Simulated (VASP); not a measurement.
La2O3, 5 atoms in the cell. The structure is trigonal, space group P-3m1 (No. 164). Conventional cell: a = 3.931 Å, b = 3.931 Å, c = 6.112 Å, α = 90.00°, β = 90.00°, γ = 120.00°. La (site symmetry 3m) has 7 O at 2.36 to 2.72 Å within 3.1 Å. O (site symmetry 3m) has 4 La at 2.36 to 2.44 Å and 6 O at 2.89 to 3.14 Å within 3.2 Å. O (site symmetry -3m) has 6 La at 2.72 Å and 6 O at 3.14 Å within 3.6 Å. 

| Quantity | Value |
| --- | --- |
| Program | VASP 6.6.1 |
| Task | relaxation of cell and atoms |
| Functional | LDA |
| Potentials or basis | VASP PAW LDA potentials, release 64 (La, O) |
| Cutoff | 600 eV |
| k mesh | 9 × 9 × 4 |
| Occupations | gaussian, width 0.02 eV |
| Spin | no spin polarisation |
| Dipole correction | no |
| Further INCAR settings | ALGO = Normal; EDIFF = 1e-07; IBRION = 2; EDIFFG = -0.002; NSW = 100; ISIF = 3 |

Potentials or basis: VASP PAW LDA potentials, release 64 (La, O).

Run with:

```bash
$ cat potpaw_LDA.64/La/POTCAR potpaw_LDA.64/O/POTCAR > POTCAR
$ mpirun -np 1 vasp_std > vasp.out
```

Hardware: 1 thread of Intel Xeon 8259CL (shared host).

Problem. How long does it take, and how much memory?

Solution. It took 30 min on 1 thread of Intel Xeon 8259CL, with other jobs on the host, peak memory 0.27 GiB. Counts: scf iterations 132, k points 43, ion steps 17.
